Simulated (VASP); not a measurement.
Here is a VASP 6.6.1 calculation.

File INCAR:

```
SYSTEM = RbMgNbO3
PREC = Accurate
ENCUT = 520
EDIFF = 1E-7
ISMEAR = 1
SIGMA = 0.05
LREAL = .FALSE.
LASPH = .TRUE.
NELM = 80
ALGO = Normal
ISIF = 2
LWAVE = .FALSE.
LCHARG = .FALSE.
GGA = PS
NBANDS = 30
```

File KPOINTS:

```
Automatic mesh
0
G
  8 8 8
  0 0 0
```

File POSCAR:

```
RbMgNbO3
1.0
    4.1075982116     -3.2211924148      0.0000000000
    4.1075982116      3.2211924148      0.0000000000
   -1.5785830165      0.0000000000      4.9759404912
Nb Rb Mg O
1 1 1 3
Direct
    0.0926169700      0.0926169700      0.9048465200
    0.4954889400      0.4954889400      0.4999296000
    0.8301258600      0.8301258600      0.1669181900
    0.4389676600      0.9377299000      0.0602667600
    0.9377299000      0.4389676600      0.0602667600
    0.9384036800      0.9384036800      0.5577721600
```

Potentials or basis: VASP PAW PBE potentials, release 64 (Nb_sv, Rb_sv, Mg, O).

Command:

```console
$ cat potpaw_PBE.64/Nb_sv/POTCAR potpaw_PBE.64/Rb_sv/POTCAR potpaw_PBE.64/Mg/POTCAR potpaw_PBE.64/O/POTCAR > POTCAR
$ mpirun -np 1 vasp_std > vasp.out
```

(1) Estimate the band gap on the k mesh.

(2) Predict the largest force.

(3) Estimate the pressure.

## Answers

(1) 1.85 eV (least direct gap 1.88 eV).

(2) 0.881 eV/Å.

(3) -2.8 GPa.

Caveat: the PAW data sets were made with another functional, which shifts forces and pressure a little.
